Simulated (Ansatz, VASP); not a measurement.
**GdO in VASP and in Ansatz**

```
Gd O
1.0
     0.00000    2.70000    2.70000
     2.70000    0.00000    2.70000
     2.70000    2.70000    0.00000
Gd O
1 1
Cartesian
  0.0000 0.0000 0.0000
  4.0500 4.0500 4.0500
```

Alike in both runs: functional PBEsol; k mesh 7 × 7 × 7; occupations fermi-dirac, width 0.05 eV; collinear spin.

|  | VASP | Ansatz |
| --- | --- | --- |
| version | VASP 6.6.1 | Ansatz 0.2.0 |
| potentials or method | VASP PAW PBE potentials, release 64 (Gd, O), cutoff 520 eV | all-electron LAPW, scalar-relativistic |
| task | single point | band structure |

Ansatz gave:

* gap on the k mesh at the Fermi level (eV): none
* pressure (GPa): -4.4
* net moment per atom (μB): 3.74
* size of the moment on the site where the two differ most (μB): 7.00

Task: What did VASP give for the same quantities?

Result: gap on the k mesh at the Fermi level (eV): none; pressure (GPa): -4.3; net moment per atom (μB): 3.75; size of the moment on the site where the two differ most (μB): 6.86.

VASP's potentials were made for PBE, not for PBEsol. Site moments also hang on the region over which each program counts them. A gap of «none» marks a metal or a gap that the smearing closes. Ansatz ran all-electron here, and VASP with PAW potentials.

Spin-orbit coupling is off throughout. Noted on Ansatz's run: the k mesh is thin for a metal, which can move the energy by tens of meV per atom; the open f shell may have settled in a state that isn't the lowest.
